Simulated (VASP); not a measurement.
# V (Im-3m) in VASP: single point with PBE

Aim: the single point of V with PBE.

Everything below comes from runs of VASP 6.6.1. Logs are shortened: lines on timing, memory, paths and dates and some standing lists are left out, and cuts for length are marked.

**1. The cell of the first run**

The structure is cubic, space group Im-3m (No. 229). Conventional cell: a = 2.997 Å, b = 2.997 Å, c = 2.997 Å, α = 90.00°, β = 90.00°, γ = 90.00°. V (site symmetry m-3m) has 14 V at 2.60 to 3.00 Å within 3.4 Å.

**2. Single point, PBE**

The input, INCAR:

```
PREC = Accurate
ENCUT = 500
EDIFF = 1E-6
ISMEAR = -1
SIGMA = 0.1
LREAL = F
LASPH = T
NELM = 120
ALGO = Normal
ISIF = 2
LWAVE = F
LCHARG = F
GGA = PE
NBANDS = 20
GGA_COMPAT = F
```

The input, KPOINTS:

```
regular mesh
0
Gamma
  2 2 2
```

The input, POSCAR:

```
V
1.0
    2.9970398100      0.0000000000      0.0000000000
    0.0000000000      2.9970398100      0.0000000000
    0.0000000000      0.0000000000      2.9970398100
V
2
Direct
    0.0000000000      0.0000000000      0.0000000000
    0.5000000000      0.5000000000      0.5000000000
```

Potentials or basis: VASP PAW PBE potentials, release 64 (V_sv).

Run with:

```bash
> cat potpaw_PBE.64/V_sv/POTCAR > POTCAR
> mpirun -np 1 vasp_std > vasp.out
```

OUTCAR:

```text
PREC = Accurate
   ENCUT = 500
   EDIFF = 1E-6
   ISMEAR = -1
   LREAL = F
   LASPH = T
   NELM = 120
   ISIF = 2
   GGA = PE

 ion  position               nearest neighbor table
   1  0.000  0.000  0.000-   2 2.60   2 2.60   2 2.60   2 2.60   2 2.60   2 2.60   2 2.60   2 2.60

   2  0.500  0.500  0.500-   1 2.60   1 2.60   1 2.60   1 2.60   1 2.60   1 2.60   1 2.60   1 2.60

  LATTYP: Found a simple cubic cell.
 ALAT       =     2.9970398100

  Lattice vectors:

 A1 = (   2.9970398100,   0.0000000000,   0.0000000000)
 A2 = (   0.0000000000,   2.9970398100,   0.0000000000)
 A3 = (   0.0000000000,   0.0000000000,   2.9970398100)

Analysis of symmetry for initial positions (statically):
=====================================================================
 Subroutine PRICEL returns following result:

  LATTYP: Found a body centered cubic cell.
 ALAT       =     2.9970398100

  Lattice vectors:

 A1 = (   1.4985199050,   1.4985199050,  -1.4985199050)
 A2 = (  -1.4985199050,   1.4985199050,   1.4985199050)
 A3 = (   1.4985199050,  -1.4985199050,   1.4985199050)

   2 primitive cells build up your supercell.

 Routine SETGRP: Setting up the symmetry group for a
 simple cubic supercell.

 Subroutine GETGRP returns: Found 48 space group operations
 (whereof 48 operations were pure point group operations)
 out of a pool of 48 trial point group operations.

The static configuration has the point symmetry O_h .

Analysis of symmetry for dynamics (positions and initial velocities):
=====================================================================
 Subroutine PRICEL returns following result:

  LATTYP: Found a body centered cubic cell.
 ALAT       =     2.9970398100

  Lattice vectors:

 A1 = (   1.4985199050,   1.4985199050,  -1.4985199050)
 A2 = (  -1.4985199050,   1.4985199050,   1.4985199050)
 A3 = (   1.4985199050,  -1.4985199050,   1.4985199050)

   2 primitive cells build up your supercell.

 Routine SETGRP: Setting up the symmetry group for a
 simple cubic supercell.

 Subroutine GETGRP returns: Found 48 space group operations
 (whereof 48 operations were pure point group operations)
 out of a pool of 48 trial point group operations.

The dynamic configuration has the point symmetry O_h .

 Subroutine INISYM returns: Found 48 space group operations
 (whereof 48 operations are pure point group operations),
 and found     2 'primitive' translations

----------------------------------------------------------------------------------------

                                     Primitive cell

  volume of cell :      13.4601

  direct lattice vectors                    reciprocal lattice vectors
     1.498519905  1.498519905 -1.498519905     0.333662568  0.333662568  0.000000000
    -1.498519905  1.498519905  1.498519905    -0.000000000  0.333662568  0.333662568
     1.498519905 -1.498519905  1.498519905     0.333662568  0.000000000  0.333662568

  length of vectors
     2.595512612  2.595512612  2.595512612     0.471870129  0.471870129  0.471870129

  position of ions in fractional coordinates (direct lattice)
     0.000000000  0.000000000  0.000000000

  ion indices of the primitive-cell ions
   primitive index   ion index
                 1           1

----------------------------------------------------------------------------------------

 KPOINTS: regular mesh

Automatic generation of k-mesh.
 Grid dimensions read from file:
 generate k-points for:    2    2    2

 Generating k-lattice:

  Cartesian coordinates                     Fractional coordinates (reciprocal lattice)
     0.166831284  0.000000000  0.000000000     0.500000000  0.000000000  0.000000000
     0.000000000  0.166831284  0.000000000     0.000000000  0.500000000  0.000000000
     0.000000000  0.000000000  0.166831284     0.000000000  0.000000000  0.500000000

  Length of vectors
     0.166831284  0.166831284  0.166831284

  Shift w.r.t. Gamma in fractional coordinates (k-lattice)
     0.000000000  0.000000000  0.000000000

 Subroutine IBZKPT returns following result:
 ===========================================

 Found      4 irreducible k-points:

 Following reciprocal coordinates:
            Coordinates               Weight
  0.000000  0.000000  0.000000      1.000000
  0.500000  0.000000  0.000000      3.000000
  0.500000  0.500000  0.000000      3.000000
  0.500000  0.500000  0.500000      1.000000
   k-points           NKPTS =      4   k-points in BZ     NKDIM =      4   number of bands    NBANDS=     20
   number of dos      NEDOS =    301   number of ions     NIONS =      2
   total plane-waves  NPLWV =  13824
   dimension x,y,z NGX =    24 NGY =   24 NGZ =   24
   dimension x,y,z NGXF=    48 NGYF=   48 NGZF=   48
   ions per type =               2
   NGX,Y,Z   is equivalent  to a cutoff of  13.31, 13.31, 13.31 a.u.
   NGXF,Y,Z  is equivalent  to a cutoff of  26.63, 26.63, 26.63 a.u.
 SYSTEM =  unknown system
   PREC   = accura    normal or accurate (medium, high low for compatibility)
   ISTART =      0    job   : 0-new  1-cont  2-samecut
   ICHARG =      2    charge: 1-file 2-atom 10-const
   ISPIN  =      1    spin polarized calculation?
   LNONCOLLINEAR =      F non collinear calculations
   LSORBIT =      F    spin-orbit coupling
   LASPH  =      T    aspherical Exc in radial PAW
   ENCUT  =  500.0 eV  36.75 Ry    6.06 a.u.   5.46  5.46  5.46*2*pi/ulx,y,z
   NELM   =    120;   NELMIN=  2; NELMDL= -5     # of ELM steps
   EDIFF  = 0.1E-05   stopping-criterion for ELM
   LREAL  =      F    real-space projection
   EDIFFG = 0.1E-04   stopping-criterion for IOM
   NSW    =      0    number of steps for IOM
   IBRION =     -1    ionic relax: 0-MD 1-quasi-New 2-CG
   NFREE  =      0    steps in history (QN), initial steepest desc. (CG)
   ISIF   =      2    stress and relaxation
   ISYM   =      2    0-nonsym 1-usesym 2-fastsym
   POTIM  = 0.5000    time-step for ionic-motion
   TEBEG  =    0.0;   TEEND  =   0.0 temperature during run
   PSTRESS=    0.0 pullay stress
   NELECT =      26.0000    total number of electrons
   NUPDOWN=      -1.0000    fix difference up-down
   EMIN   =  10.00;   EMAX   =-10.00  energy-range for DOS
   EFERMI =   0.00;   METHOD = LEGACY
   ISMEAR =    -1;   SIGMA  =   0.10  broadening in eV -4-tet -1-fermi 0-gaus
   EFERMI_NEDOS =   21; number of points for ismear=-14 and -15
   IALGO  =     38    algorithm
   IMIX   =      4    mixing-type and parameters
     AMIX     =   0.40;   BMIX     =  1.00
     AMIX_MAG =   1.60;   BMIX_MAG =  1.00
  volume/ion in A,a.u.               =      13.46        90.83
  Fermi-wavevector in a.u.,A,eV,Ry     =   1.618229  3.058010 35.629122  2.618667
  Thomas-Fermi vector in A             =   2.712526
   LORBIT       =      0    0 simple, 1 ext, 2 COOP (PROOUT), +10 PAW based schemes
   GGA     = PE    functional components
   LHFCALC =     F    Hartree Fock is set to
   AEXX    =    0.0000 exact exchange contribution
   IVDW    =     0    specifies the selected vdW correction
   LEPSILON=     F    determine dielectric tensor
   LRPA    =     F    only Hartree local field effects (RPA)
 non-spin polarized calculation
  energy-cutoff  :      500.00
  volume of cell :       26.92
 maximum number of plane-waves:       691
 NGX is ok and might be reduce to    24
   NGX = 11   NGY = 11   NGZ = 11

 number of electron      25.9999988 magnetization

 Free energy of the ion-electron system (eV)
  ---------------------------------------------------
  ext. energy  EPLUGINS =         0.00000000
  ---------------------------------------------------
  free energy    TOTEN  =       -17.24421585 eV

  energy without entropy =      -17.03673999  energy(sigma->0) =      -17.14047792

 E-fermi :  10.8855     XC(G=0): -12.8306

 val. band max:       10.5401606507   @ k =   0.0000   0.0000   0.0000
 cond. band min:      10.9526237807   @ k =   0.5000   0.0000   0.0000
 fundamental gap:      0.4124631300
 Fermi energy:        10.8854773088

 k-point     1 :       0.0000    0.0000    0.0000
  band No.  band energies     occupation
      1     -53.3889      2.00000
      2     -53.0442      2.00000
      3     -27.3498      2.00000
      4     -27.3498      2.00000
      5     -27.3498      2.00000
      6     -26.7152      2.00000
[... 12 lines left out ...]
     19      13.9601      0.00000
     20      19.9991      0.00000

 k-point     2 :       0.5000    0.0000    0.0000
  band No.  band energies     occupation
      1     -53.2016      2.00000
      2     -53.2016      2.00000
      3     -27.2120      2.00000
      4     -27.2120      2.00000
      5     -27.0226      2.00000
      6     -27.0226      2.00000
[... 12 lines left out ...]
     19      13.7557      0.00000
     20      13.7557      0.00000

 k-point     3 :       0.5000    0.5000    0.0000
  band No.  band energies     occupation
      1     -53.1844      2.00000
      2     -53.1844      2.00000
      3     -27.6481      2.00000
      4     -27.6481      2.00000
      5     -27.0053      2.00000
      6     -27.0053      2.00000
[... 12 lines left out ...]
     19      14.3677      0.00000
     20      14.3677      0.00000

 k-point     4 :       0.5000    0.5000    0.5000
  band No.  band energies     occupation
      1     -53.1682      2.00000
      2     -53.1682      2.00000
      3     -27.1783      2.00000
      4     -27.1783      2.00000
      5     -27.1783      2.00000
      6     -27.1783      2.00000
[... 12 lines left out ...]
     19      20.3977      0.00000
     20      20.3977      0.00000

------------------------ aborting loop because EDIFF is reached ----------------------------------------

  FORCE on cell =-STRESS in cart. coord.  units (eV):
  Direction    XX          YY          ZZ          XY          YZ          ZX
  --------------------------------------------------------------------------------------
  -------------------------------------------------------------------------------------
  Total       -0.9099786     -0.9099786     -0.9099786     -0.0000000      0.0000000      0.0000000
  in kB      -54.1582001    -54.1582001    -54.1582001     -0.0000000      0.0000000      0.0000000
  external PRESSURE =     -54.1582001 kB  Pullay stress =       0.0000000 kB

 VOLUME and BASIS-vectors are now :
 -----------------------------------------------------------------------------
  energy-cutoff  :      500.00
  volume of cell :       26.92
      direct lattice vectors                 reciprocal lattice vectors
     2.997039810  0.000000000  0.000000000     0.333662568  0.000000000  0.000000000
     0.000000000  2.997039810  0.000000000     0.000000000  0.333662568  0.000000000
     0.000000000  0.000000000  2.997039810     0.000000000  0.000000000  0.333662568

 POSITION                                       TOTAL-FORCE (eV/Angst)
 -----------------------------------------------------------------------------------
      0.00000      0.00000      0.00000         0.000000     -0.000000      0.000000
      1.49852      1.49852      1.49852        -0.000000      0.000000     -0.000000
 -----------------------------------------------------------------------------------
    total drift:                                0.000000      0.000000     -0.000000

  FREE ENERGIE OF THE ION-ELECTRON SYSTEM (eV)
  ---------------------------------------------------
  free  energy   TOTEN  =       -17.2442158522 eV

  energy  without entropy=      -17.0367399910  energy(sigma->0) =      -17.14047792
```

Wall time 8.5 s (1 thread of AMD EPYC 7R13, shared host); peak memory 0.1 GiB.

What came out:

| Property | Result |
| --- | --- |
| Free energy | -17.2442 eV |
| Pressure | -5.4 GPa |
| Band gap on the k mesh | zero (band 13 reaches 11.40 eV, above the bottom of band 14 at 8.86 eV) |

Levels at points of the mesh, in eV from the Fermi level:
```
           k point  band 11  band 12  band 13  band 14  band 15  band 16
(0.00, 0.00, 0.00)    -3.94    -0.35    -0.35    -0.35     1.71     1.71
(0.50, 0.00, 0.00)    -1.43    -1.43     0.07     0.07     0.07     0.07
(0.50, 0.50, 0.00)    -1.95    -1.95     0.52     0.52     1.72     1.72
(0.50, 0.50, 0.50)    -2.02    -2.02    -2.02    -2.02     2.17     2.17
```

Caveat: the k points lie up to 1.05 Å⁻¹ apart.
